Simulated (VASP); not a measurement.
# Cd2S (P3m1) in VASP: a series of runs

Aim: see how the results for Cd2S move with the level of theory and the settings. Levels: PBE, PBE-based global hybrid, PBE-based screened hybrid. Tasks: single point.

Everything below comes from runs of VASP 6.6.1. Logs are shortened: lines on timing, memory, paths and dates and some standing lists are left out, and cuts for length are marked.

**1. The cell of the first run**

Symmetry: P3m1, No. 156, trigonal system. The conventional cell has a = 3.963 Å, b = 3.963 Å, c = 5.809 Å, α = 90.00°, β = 90.00°, γ = 120.00°. Within 3.3 Å of Cd (site symmetry 3m) lie 2 S at 2.52 to 3.29 Å and 3 Cd at 3.08 Å. Cd (site symmetry 3m) has 3 S at 2.60 Å and 3 Cd at 3.08 Å within 3.4 Å. S (site symmetry 3m) has 5 Cd at 2.52 to 3.29 Å within 3.3 Å.

**2. Single point, PBE**

INCAR reads:

```
SYSTEM = Cd2S
  PREC = Accurate
  ENCUT = 520
  EDIFF = 1E-7
  ISMEAR = -1
  SIGMA = 0.03
  LREAL = .False.
  LASPH = .True.
  NELM = 60
  ALGO = Normal
  ISIF = 2
  LWAVE = .False.
  LCHARG = .False.
  GGA = PE
  NBANDS = 22
```

KPOINTS reads:

```
regular mesh
0
Gamma
  5 5 3
  0 0 0
```

POSCAR reads:

```
Cd2S
1.0
    3.9626700490      0.0000000000      0.0000000000
   -1.9813350245      3.4317729293      0.0000000000
    0.0000000000      0.0000000000      5.8091920000
Cd S
2 1
Direct
    0.3333333333      0.6666666667      0.9327170000
    0.6666666667      0.3333333333      0.5787350000
    0.3333333333      0.6666666667      0.3657050000
```

Potentials or basis: VASP PAW PBE potentials, release 64 (Cd, S).

The run is started by

```sh
> cat potpaw_PBE.64/Cd/POTCAR potpaw_PBE.64/S/POTCAR > POTCAR
> mpirun -np 1 vasp_std > vasp.out
```

OUTCAR:

```text
SYSTEM = Cd2S
   PREC = Accurate
   ENCUT = 520
   EDIFF = 1E-7
   ISMEAR = -1
   LREAL = .False.
   LASPH = .True.
   NELM = 60
   ISIF = 2
   GGA = PE

 ion  position               nearest neighbor table
   1  0.333  0.667  0.933-   3 2.52   2 3.08   2 3.08   2 3.08
   2  0.667  0.333  0.579-   3 2.60   3 2.60   3 2.60   1 3.08   1 3.08   1 3.08
   3  0.333  0.667  0.366-   1 2.52   2 2.60   2 2.60   2 2.60

  LATTYP: Found a hexagonal cell.
 ALAT       =     3.9626700490
 C/A-ratio  =     1.4659792332

  Lattice vectors:

 A1 = (   3.9626700490,   0.0000000000,   0.0000000000)
 A2 = (  -1.9813350245,   3.4317729293,   0.0000000000)
 A3 = (   0.0000000000,   0.0000000000,   5.8091920000)

Analysis of symmetry for initial positions (statically):
=====================================================================
 Subroutine PRICEL returns:
 Original cell was already a primitive cell.

 Routine SETGRP: Setting up the symmetry group for a
 hexagonal supercell.

 Subroutine GETGRP returns: Found  6 space group operations
 (whereof  6 operations were pure point group operations)
 out of a pool of 24 trial point group operations.

The static configuration has the point symmetry C_3v.

Analysis of symmetry for dynamics (positions and initial velocities):
=====================================================================
 Subroutine PRICEL returns:
 Original cell was already a primitive cell.

 Routine SETGRP: Setting up the symmetry group for a
 hexagonal supercell.

 Subroutine GETGRP returns: Found  6 space group operations
 (whereof  6 operations were pure point group operations)
 out of a pool of 24 trial point group operations.

The dynamic configuration has the point symmetry C_3v.

 Subroutine INISYM returns: Found  6 space group operations
 (whereof  6 operations are pure point group operations),
 and found     1 'primitive' translations

----------------------------------------------------------------------------------------

                                     Primitive cell

  volume of cell :      78.9991

  direct lattice vectors                    reciprocal lattice vectors
     3.962670049  0.000000000  0.000000000     0.252355101  0.145697285  0.000000000
    -1.981335025  3.431772929  0.000000000     0.000000000  0.291394571  0.000000000
     0.000000000  0.000000000  5.809192000     0.000000000  0.000000000  0.172140979

  length of vectors
     3.962670049  3.962670049  5.809192000     0.291394571  0.291394571  0.172140979

  position of ions in fractional coordinates (direct lattice)
     0.333333333  0.666666667  0.932717000
     0.666666667  0.333333333  0.578735000
     0.333333333  0.666666667  0.365705000

  ion indices of the primitive-cell ions
   primitive index   ion index
                 1           1
                 2           2
                 3           3

----------------------------------------------------------------------------------------

 KPOINTS: regular mesh

Automatic generation of k-mesh.
 Grid dimensions read from file:
 generate k-points for:    5    5    3

 Generating k-lattice:

  Cartesian coordinates                     Fractional coordinates (reciprocal lattice)
     0.050471020  0.029139457  0.000000000     0.200000000 -0.000000000  0.000000000
     0.000000000  0.058278914  0.000000000     0.000000000  0.200000000  0.000000000
     0.000000000  0.000000000  0.057380326     0.000000000  0.000000000  0.333333333

  Length of vectors
     0.058278914  0.058278914  0.057380326

  Shift w.r.t. Gamma in fractional coordinates (k-lattice)
     0.000000000  0.000000000  0.000000000

 Subroutine IBZKPT returns following result:
 ===========================================

 Found     12 irreducible k-points:

 Following reciprocal coordinates:
            Coordinates               Weight
  0.000000  0.000000  0.000000      1.000000
  0.200000  0.000000  0.000000      6.000000
  0.400000  0.000000  0.000000      6.000000
  0.200000  0.200000  0.000000      6.000000
  0.400000  0.200000  0.000000      6.000000
  0.000000  0.000000  0.333333      2.000000
  0.200000  0.000000  0.333333      6.000000
  0.000000  0.200000  0.333333      6.000000
  0.400000  0.000000  0.333333      6.000000
  0.000000  0.400000  0.333333      6.000000
  0.200000  0.200000  0.333333     12.000000
  0.400000  0.200000  0.333333     12.000000
   k-points           NKPTS =     12   k-points in BZ     NKDIM =     12   number of bands    NBANDS=     22
   number of dos      NEDOS =    301   number of ions     NIONS =      3
   total plane-waves  NPLWV =  43200
   dimension x,y,z NGX =    30 NGY =   30 NGZ =   48
   dimension x,y,z NGXF=    60 NGYF=   60 NGZF=   96
   ions per type =               2   1
   NGX,Y,Z   is equivalent  to a cutoff of  12.59, 12.59, 13.74 a.u.
   NGXF,Y,Z  is equivalent  to a cutoff of  25.17, 25.17, 27.47 a.u.
 SYSTEM =  Cd2S
   PREC   = accura    normal or accurate (medium, high low for compatibility)
   ISTART =      0    job   : 0-new  1-cont  2-samecut
   ICHARG =      2    charge: 1-file 2-atom 10-const
   ISPIN  =      1    spin polarized calculation?
   LNONCOLLINEAR =      F non collinear calculations
   LSORBIT =      F    spin-orbit coupling
   LASPH  =      T    aspherical Exc in radial PAW
   ENCUT  =  520.0 eV  38.22 Ry    6.18 a.u.   7.37  7.37 10.80*2*pi/ulx,y,z
   NELM   =     60;   NELMIN=  2; NELMDL= -5     # of ELM steps
   EDIFF  = 0.1E-06   stopping-criterion for ELM
   LREAL  =      F    real-space projection
   EDIFFG = 0.1E-05   stopping-criterion for IOM
   NSW    =      0    number of steps for IOM
   IBRION =     -1    ionic relax: 0-MD 1-quasi-New 2-CG
   NFREE  =      0    steps in history (QN), initial steepest desc. (CG)
   ISIF   =      2    stress and relaxation
   ISYM   =      2    0-nonsym 1-usesym 2-fastsym
   POTIM  = 0.5000    time-step for ionic-motion
   TEBEG  =    0.0;   TEEND  =   0.0 temperature during run
   PSTRESS=    0.0 pullay stress
   NELECT =      30.0000    total number of electrons
   NUPDOWN=      -1.0000    fix difference up-down
   EMIN   =  10.00;   EMAX   =-10.00  energy-range for DOS
   EFERMI =   0.00;   METHOD = LEGACY
   ISMEAR =    -1;   SIGMA  =   0.03  broadening in eV -4-tet -1-fermi 0-gaus
   EFERMI_NEDOS =   21; number of points for ismear=-14 and -15
   IALGO  =     38    algorithm
   IMIX   =      4    mixing-type and parameters
     AMIX     =   0.40;   BMIX     =  1.00
     AMIX_MAG =   1.60;   BMIX_MAG =  1.00
  volume/ion in A,a.u.               =      26.33       177.70
  Fermi-wavevector in a.u.,A,eV,Ry     =   1.185517  2.240303 19.122322  1.405451
  Thomas-Fermi vector in A             =   2.321709
   LORBIT       =      0    0 simple, 1 ext, 2 COOP (PROOUT), +10 PAW based schemes
   GGA     = PE    functional components
   LHFCALC =     F    Hartree Fock is set to
   AEXX    =    0.0000 exact exchange contribution
   IVDW    =     0    specifies the selected vdW correction
   LEPSILON=     F    determine dielectric tensor
   LRPA    =     F    only Hartree local field effects (RPA)
 non-spin polarized calculation
  energy-cutoff  :      520.00
  volume of cell :       79.00
 maximum number of plane-waves:      2151
 NGX is ok and might be reduce to    30
   NGX = 15   NGY = 15   NGZ = 21

 number of electron      29.9999999 magnetization

 Free energy of the ion-electron system (eV)
  ---------------------------------------------------
  ext. energy  EPLUGINS =         0.00000000
  ---------------------------------------------------
  free energy    TOTEN  =        -6.24928001 eV

  energy without entropy =       -6.24928001  energy(sigma->0) =       -6.24928001

 E-fermi :   1.6115     XC(G=0):  -9.2971

 val. band max:        1.0122530115   @ k =   0.4000   0.2000   0.3333
 cond. band min:       2.1927424541   @ k =   0.4000   0.2000   0.0000
 fundamental gap:      1.1804894426
 Fermi energy:         1.6115177874

 k-point     1 :       0.0000    0.0000    0.0000
  band No.  band energies     occupation
      1     -11.3018      2.00000
      2      -7.0161      2.00000
      3      -7.0161      2.00000
      4      -6.9228      2.00000
      5      -6.9228      2.00000
      6      -6.8468      2.00000
[... 14 lines left out ...]
     21       9.6738      0.00000
     22      11.3607      0.00000

 k-point     2 :       0.2000    0.0000    0.0000
  band No.  band energies     occupation
      1     -11.1800      2.00000
      2      -7.0272      2.00000
      3      -7.0135      2.00000
      4      -6.9198      2.00000
      5      -6.8454      2.00000
      6      -6.7770      2.00000
[... 14 lines left out ...]
     21       9.7074      0.00000
     22      10.3968      0.00000

 k-point     3 :       0.4000    0.0000    0.0000
  band No.  band energies     occupation
      1     -10.9800      2.00000
      2      -7.0297      2.00000
      3      -7.0083      2.00000
      4      -6.9316      2.00000
      5      -6.7700      2.00000
      6      -6.7007      2.00000
[... 14 lines left out ...]
     21       9.2899      0.00000
     22       9.9680      0.00000

 k-point     4 :       0.2000    0.2000    0.0000
  band No.  band energies     occupation
      1     -11.0191      2.00000
      2      -7.0631      2.00000
      3      -6.9895      2.00000
      4      -6.8872      2.00000
      5      -6.7895      2.00000
      6      -6.7473      2.00000
[... 14 lines left out ...]
     21       8.8918      0.00000
     22      10.1610      0.00000

 k-point     5 :       0.4000    0.2000    0.0000
  band No.  band energies     occupation
      1     -10.9196      2.00000
      2      -7.1062      2.00000
      3      -6.9290      2.00000
      4      -6.8780      2.00000
      5      -6.7984      2.00000
      6      -6.7370      2.00000
[... 14 lines left out ...]
     21      10.0087      0.00000
     22      10.6030      0.00000

 k-point     6 :       0.0000    0.0000    0.3333
  band No.  band energies     occupation
      1     -11.2165      2.00000
      2      -7.1766      2.00000
      3      -7.0241      2.00000
      4      -7.0241      2.00000
      5      -6.9561      2.00000
      6      -6.9561      2.00000
[... 14 lines left out ...]
     21       9.3438      0.00000
     22      10.5732      0.00000

 k-point     7 :       0.2000    0.0000    0.3333
  band No.  band energies     occupation
      1     -11.0991      2.00000
      2      -7.1722      2.00000
      3      -6.9965      2.00000
      4      -6.9871      2.00000
      5      -6.9156      2.00000
      6      -6.8885      2.00000
[... 14 lines left out ...]
     21       9.9126      0.00000
     22       9.9282      0.00000

 k-point     8 :       0.0000    0.2000    0.3333
  band No.  band energies     occupation
      1     -11.0990      2.00000
      2      -7.1704      2.00000
      3      -7.0059      2.00000
      4      -6.9750      2.00000
      5      -6.9332      2.00000
      6      -6.8747      2.00000
[... 14 lines left out ...]
     21      10.0866      0.00000
     22      10.1780      0.00000

 k-point     9 :       0.4000    0.0000    0.3333
  band No.  band energies     occupation
      1     -10.9057      2.00000
      2      -7.1605      2.00000
      3      -6.9859      2.00000
      4      -6.9644      2.00000
      5      -6.8531      2.00000
      6      -6.7330      2.00000
[... 14 lines left out ...]
     21       9.0712      0.00000
     22      10.6556      0.00000

 k-point    10 :       0.0000    0.4000    0.3333
  band No.  band energies     occupation
      1     -10.9055      2.00000
      2      -7.1575      2.00000
      3      -6.9904      2.00000
      4      -6.9441      2.00000
      5      -6.8728      2.00000
      6      -6.7089      2.00000
[... 14 lines left out ...]
     21       9.3312      0.00000
     22      10.6342      0.00000

 k-point    11 :       0.2000    0.2000    0.3333
  band No.  band energies     occupation
      1     -10.9434      2.00000
      2      -7.1442      2.00000
      3      -7.0159      2.00000
      4      -6.9244      2.00000
      5      -6.9045      2.00000
      6      -6.7424      2.00000
[... 14 lines left out ...]
     21       8.9484      0.00000
     22      10.7792      0.00000

 k-point    12 :       0.4000    0.2000    0.3333
  band No.  band energies     occupation
      1     -10.8469      2.00000
      2      -7.1090      2.00000
      3      -7.0389      2.00000
      4      -6.9201      2.00000
      5      -6.8515      2.00000
      6      -6.7248      2.00000
[... 14 lines left out ...]
     21       9.6212      0.00000
     22      10.5038      0.00000

------------------------ aborting loop because EDIFF is reached ----------------------------------------

  FORCE on cell =-STRESS in cart. coord.  units (eV):
  Direction    XX          YY          ZZ          XY          YZ          ZX
  --------------------------------------------------------------------------------------
  -------------------------------------------------------------------------------------
  Total       -0.0166730     -0.0166730     -0.1393115     -0.0000000     -0.0000000      0.0000000
  in kB       -0.3381441     -0.3381441     -2.8253696     -0.0000000     -0.0000000      0.0000000
  external PRESSURE =      -1.1672192 kB  Pullay stress =       0.0000000 kB

 VOLUME and BASIS-vectors are now :
 -----------------------------------------------------------------------------
  energy-cutoff  :      520.00
  volume of cell :       79.00
      direct lattice vectors                 reciprocal lattice vectors
     3.962670049  0.000000000  0.000000000     0.252355101  0.145697285  0.000000000
    -1.981335025  3.431772929  0.000000000     0.000000000  0.291394571  0.000000000
     0.000000000  0.000000000  5.809192000     0.000000000  0.000000000  0.172140979

 POSITION                                       TOTAL-FORCE (eV/Angst)
 -----------------------------------------------------------------------------------
     -0.00000      2.28785      5.41833        -0.000000     -0.000000      0.010871
      1.98134      1.14392      3.36198         0.000000     -0.000000     -0.020881
     -0.00000      2.28785      2.12445        -0.000000      0.000000      0.010010
 -----------------------------------------------------------------------------------
    total drift:                                0.000000     -0.000000     -0.000587

  FREE ENERGIE OF THE ION-ELECTRON SYSTEM (eV)
  ---------------------------------------------------
  free  energy   TOTEN  =        -6.2492800095 eV

  energy  without entropy=       -6.2492800087  energy(sigma->0) =       -6.24928001
```

Run time: 17 s. Hardware: 1 thread of Intel Xeon Platinum 8488C (Sapphire Rapids), shared host; peak memory 0.19 GiB.

What came out:

| Quantity | Value |
| --- | --- |
| Free energy | -6.2493 eV |
| Pressure | -0.1 GPa |
| Largest force | 0.021 eV/Å |
| Band gap on the k mesh | 1.18 eV, indirect (least direct gap 1.37 eV) |

Forces on the atoms (eV/Å):
```
Cd   0.000  0.000  0.011
Cd   0.000  0.000 -0.021
S    0.000  0.000  0.010
```

Stress tensor (GPa, compression positive):
```
-0.03  0.00  0.00
 0.00 -0.03  0.00
 0.00  0.00 -0.28
```

A k mesh can miss the band edges. PBE gaps usually lie below the measured ones, often by a third to a half.

**3. Single point, PBE-based global hybrid**

POSCAR is that of step 2.

INCAR.step1 reads:

```
PREC = Accurate ; ENCUT = 520
EDIFF = 1E-5 ; ISMEAR = -1
SIGMA = 0.05 ; LREAL = False
LASPH = True ; NELM = 60
ALGO = Normal ; ISIF = 2
LWAVE = True ; LCHARG = False
GGA = PE ; NBANDS = 22
```

INCAR.step2 reads:

```
PREC = Accurate ; ENCUT = 520
EDIFF = 1E-7 ; ISMEAR = -1
SIGMA = 0.05 ; LREAL = False
LASPH = True ; NELM = 60
ALGO = Normal ; ISIF = 2
LWAVE = False ; LCHARG = False
GGA = PE ; LHFCALC = True
AEXX = 0.25 ; PRECFOCK = Normal
ISTART = 1 ; NBANDS = 22
```

KPOINTS reads:

```
regular mesh
0
Gamma
  5 5 3
```

Potentials or basis: VASP PAW PBE potentials, release 64 (Cd, S).

The run is started by

```sh
> cat potpaw_PBE.64/Cd/POTCAR potpaw_PBE.64/S/POTCAR > POTCAR
> cp INCAR.step1 INCAR
> mpirun -np 1 vasp_std > vasp.out
> cp INCAR.step2 INCAR
> mpirun -np 1 vasp_std > vasp.out
```

It took 43 min on 1 thread of Intel Xeon Platinum 8375C at 2.90GHz (Ice Lake), shared host; peak memory 0.23 GiB.

It converged, with:

- Free energy: -8.3568 eV
- Pressure: -1.4 GPa
- Largest force: 0.218 eV/Å
- Band gap on the k mesh: 1.92 eV, indirect (least direct gap 2.15 eV)

Forces in eV/Å, atoms in the order of the input:
```
Cd   0.000  0.000  0.160
Cd   0.000  0.000 -0.218
S    0.000  0.000  0.058
```

Stress tensor (GPa, compression positive):
```
-1.31  0.00  0.00
 0.00 -1.31  0.00
 0.00  0.00 -1.65
```

Levels at points of the mesh, in eV from the valence-band top:
| k point | band 12 | band 13 | band 14 | band 15 | band 16 | band 17 | band 18 | band 19 |
| --- | --- | --- | --- | --- | --- | --- | --- | --- |
| (0.00, 0.00, 0.00) | -4.78 | -3.94 | -0.83 | -0.83 | 4.97 | 6.79 | 8.67 | 8.67 |

Caveat: the PAW data sets were made with another functional, which shifts forces and pressure a little. A k mesh can miss the band edges.

**4. Single point, PBE-based global hybrid**

POSCAR is that of step 3.

INCAR.step1 reads:

```
SYSTEM = Cd2S
PREC     = Accurate       ! precision mode
ENCUT    = 520            ! plane-wave cutoff, eV
EDIFF    = 1E-5           ! SCF threshold, eV
ISMEAR   = -1             ! smearing method
SIGMA    = 0.05           ! smearing width, eV
LREAL    = .False.        ! projectors in reciprocal space
LASPH    = .True.         ! aspherical terms in the spheres
NELM     = 80             ! most SCF steps
ALGO     = Normal         ! electronic algorithm
ISIF     = 2              ! what is computed and relaxed
LWAVE    = .True.         ! write WAVECAR
LCHARG   = .False.        ! write CHGCAR
GGA      = PE             ! functional
NBANDS   = 22             ! bands
```

INCAR.step2 reads:

```
SYSTEM = Cd2S
PREC     = Accurate       ! precision mode
ENCUT    = 520            ! plane-wave cutoff, eV
EDIFF    = 1E-7           ! SCF threshold, eV
ISMEAR   = -1             ! smearing method
SIGMA    = 0.05           ! smearing width, eV
LREAL    = .False.        ! projectors in reciprocal space
LASPH    = .True.         ! aspherical terms in the spheres
NELM     = 80             ! most SCF steps
ALGO     = Normal         ! electronic algorithm
ISIF     = 2              ! what is computed and relaxed
LWAVE    = .False.        ! write WAVECAR
LCHARG   = .False.        ! write CHGCAR
GGA      = PE             ! functional
LHFCALC  = .True.         ! exact exchange
AEXX     = 0.1            ! exact-exchange fraction
PRECFOCK = Normal       
ISTART   = 1            
NBANDS   = 22             ! bands
```

KPOINTS reads:

```
Automatic mesh
0
Gamma
  5 5 3
  0 0 0
```

The run is started by

```sh
> cat potpaw_PBE.64/Cd/POTCAR potpaw_PBE.64/S/POTCAR > POTCAR
> cp INCAR.step1 INCAR
> mpirun -np 1 vasp_std > vasp.out
> cp INCAR.step2 INCAR
> mpirun -np 1 vasp_std > vasp.out
```

Run time: 49 min. Hardware: 1 thread of Intel Xeon Platinum 8259CL at 2.50GHz (Skylake/Cascade Lake), shared host; peak memory 0.23 GiB.

It converged, with:

| Item | Value |
| --- | --- |
| Free energy | -7.0665 eV |
| Pressure | -0.7 GPa |
| Largest force | 0.100 eV/Å |
| Band gap on the k mesh | 1.48 eV, indirect (least direct gap 1.74 eV) |

Forces in eV/Å, atoms in the order of the input:
```
Cd   0.000  0.000  0.071
Cd   0.000  0.000 -0.100
S    0.000  0.000  0.029
```

Stress tensor (GPa, compression positive):
```
-0.56  0.00  0.00
 0.00 -0.56  0.00
 0.00  0.00 -0.86
```

Levels at points of the mesh, in eV from the valence-band top:
```csv
k point,band 12,band 13,band 14,band 15,band 16,band 17,band 18,band 19
"(0.00, 0.00, 0.00)",-4.38,-3.57,-0.55,-0.55,4.12,5.96,7.78,7.78
```

Caveat: the PAW data sets were made with another functional, which shifts forces and pressure a little. A k mesh can miss the band edges.

(Continued in part 2 of 2.)
